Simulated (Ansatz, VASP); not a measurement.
NiO2 in VASP and in Ansatz

File POSCAR:

```
NiO2
1.0
    1.4021288975      0.8095194964      6.9742947559
   -1.4021288975      0.8095194964      6.9742947559
    0.0000000000     -1.6190389929      6.9742947559
Ni O
1 2
Direct
    0.0000000000      0.0000000000      0.0000000000
    0.6212110000      0.6212110000      0.6212110000
    0.3787890000      0.3787890000      0.3787890000
```

The input INCAR.step1:

```
SYSTEM = NiO2
ALGO = Normal
EDIFF = 1E-4
ENCUT = 600
GGA = PE
ISMEAR = 0
LASPH = .True.
LCHARG = .False.
LREAL = .False.
LWAVE = .True.
NELM = 100
PREC = Accurate
SIGMA = 0.1
```

The input INCAR.step2:

```
SYSTEM = NiO2
ALGO = Normal
EDIFF = 1E-6
EDIFFG = -0.04
ENCUT = 600
IBRION = 2
ISIF = 3
ISMEAR = 0
ISTART = 1
LASPH = .True.
LCHARG = .False.
LMIXTAU = .True.
LREAL = .False.
LWAVE = .False.
METAGGA = R2SCAN
NELM = 100
NSW = 90
PREC = Accurate
SIGMA = 0.1
```

The input KPOINTS:

```
k-points
0
Gamma
  6 6 6
  0 0 0
```

Input for Ansatz:

```yaml
crystal:
  lattice:
    - [1.4021288975, 0.8095194964, 6.9742947559]
    - [-1.4021288975, 0.8095194964, 6.9742947559]
    - [0.0, -1.6190389929, 6.9742947559]
  atoms:
    - { symbol: Ni, position: [0.0, 0.0, 0.0] }
    - { symbol: O, position: [0.621211, 0.621211, 0.621211] }
    - { symbol: O, position: [0.378789, 0.378789, 0.378789] }
basis:
  ecutwfc: 500
kpoints:
  mp_grid: { grid: [6, 6, 6] }
hamiltonian:
  xc: r2scan
scf:
  occupations: { method: gaussian, width: 0.1 }
  lower_state_search: "off"
output:
  forces: true
  stress: true
  eigenvalues: true
relax:
  adjacent_minimum: "off"
  f_tol: 0.04
  max_steps: 70
  cell: { stress_tol: 0.4 }
```

Alike in both runs: task relaxation of cell and atoms; functional r2SCAN; k mesh 6 × 6 × 6; occupations gaussian, width 0.1 eV; no spin polarisation.

```csv
,VASP,Ansatz
version,VASP 6.6.1,Ansatz 0.2.0
potentials or method,"VASP PAW PBE potentials, release 64 (Ni, O), cutoff 600 eV","scalar-relativistic, plane waves, PAW"
valence electrons in the cell,22,30
```

VASP gave:

* gap on the k mesh at the Fermi level, each at its own relaxed structure (eV): 1.90
* relaxed volume (Å³/atom): 15.47
* relaxed cell length with the largest relative difference (Å): 7.123

Problem. What did Ansatz give for the same quantities?

Solution. gap on the k mesh at the Fermi level, each at its own relaxed structure (eV): 1.97; relaxed volume (Å³/atom): 15.44; relaxed cell length with the largest relative difference (Å): 7.141.

VASP's potentials were made for PBE, not for r2SCAN. VASP's potentials hold 22 valence electrons a cell and Ansatz's 30, so a difference there can come from the potentials and not from the codes.

The k mesh is coarse, so the values compare programs but aren't converged.
